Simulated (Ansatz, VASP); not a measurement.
Mg5Te in VASP and in Ansatz

```
Mg Te
1.0
    -3.01312    3.01311    4.63921
     3.01312   -3.01311    4.63921
     3.01312    3.01311   -4.63921
Mg Te
5 1
Direct
  0.50000 0.00000 0.50000
  0.50000 0.00000 0.00000
  0.00000 0.00000 0.50000
  0.50000 0.50000 0.50000
  0.00000 0.50000 0.00000
  0.00000 0.50000 0.50000
```

Alike in both runs: functional PBE; k mesh 10 × 10 × 10; occupations gaussian, width 0.1 eV; no spin polarisation.

Ansatz relaxed the structure, and its values are those at the end. VASP's run is a single point on that final structure, the one shown.

|  | VASP | Ansatz |
| --- | --- | --- |
| version | VASP 6.6.1 | Ansatz 0.2.0 |
| potentials or method | VASP PAW PBE potentials, release 64 (Mg, Te), cutoff 520 eV | scalar-relativistic, plane waves, PAW |
| valence electrons in the cell | 16 | 66 |

|  | VASP | Ansatz | Ansatz less VASP |
| --- | --- | --- | --- |
| gap on the k mesh at the Fermi level (eV) | none | none | - |
| pressure (GPa) | -0.1 | 0.0 | +0.07 |

A gap of «none» marks a metal or a gap that the smearing closes. VASP's potentials hold 16 valence electrons a cell and Ansatz's 66, so a difference there can come from the potentials and not from the codes. Ansatz's warnings: near symmetry operations not taken.

Spin-orbit coupling is off throughout.
